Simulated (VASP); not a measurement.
Input of a VASP 6.6.1 run:

INCAR

```
PREC     = Accurate       # precision mode
ENCUT    = 600            # plane-wave cutoff, eV
EDIFF    = 1E-6           # SCF threshold, eV
ISMEAR   = 0              # smearing method
SIGMA    = 0.02           # smearing width, eV
LREAL    = False          # projectors in reciprocal space
LASPH    = True           # aspherical terms in the spheres
NELM     = 80             # most SCF steps
ALGO     = Normal         # electronic algorithm
ISIF     = 3              # what is computed and relaxed
LWAVE    = False          # write WAVECAR
LCHARG   = False          # write CHGCAR
GGA      = PS             # functional
IBRION   = 2              # ionic algorithm
NSW      = 100            # ionic steps
EDIFFG   = -0.005         # ionic threshold
```

Contents of KPOINTS:

```
Automatic mesh
0
Gamma
  8 8 8
```

File POSCAR:

```
BeS
1.0
    0.0000000000      2.4351516489      2.4351516489
    2.4351516489      0.0000000000      2.4351516489
    2.4351516489      2.4351516489      0.0000000000
Be S
1 1
Direct
    0.0000000000      0.0000000000      0.0000000000
    0.7500000000      0.7500000000      0.7500000000
```

Potentials or basis: VASP PAW PBE potentials, release 64 (Be, S).

Run with:

```console
$ cat potpaw_PBE.64/Be/POTCAR potpaw_PBE.64/S/POTCAR > POTCAR
$ mpirun -np 1 vasp_std > vasp.out
```

Question: Estimate the relaxed volume.

Answer: 14.18 Å³/atom.

Question: Estimate the space group after relaxing (to 0.05 Å).

Answer: F-43m (No. 216).

Question: What does it give for the band gap on the k mesh?

Answer: 2.92 eV, indirect (least direct gap 5.61 eV).

Question: Predict the relaxed cell.

Answer: a = 3.423 Å, b = 3.423 Å, c = 3.423 Å, α = 60.00°, β = 60.00°, γ = 60.00°.

Final structure:
```
CELL_PARAMETERS angstrom
0.00000 2.42053 2.42053
2.42053 0.00000 2.42053
2.42053 2.42053 0.00000
ATOMIC_POSITIONS crystal
Be 0.00000 0.00000 0.00000
S 0.75000 0.75000 0.75000
```

Caveat: the PAW data sets were made with another functional, which shifts forces and pressure a little. A k mesh can miss the band edges.
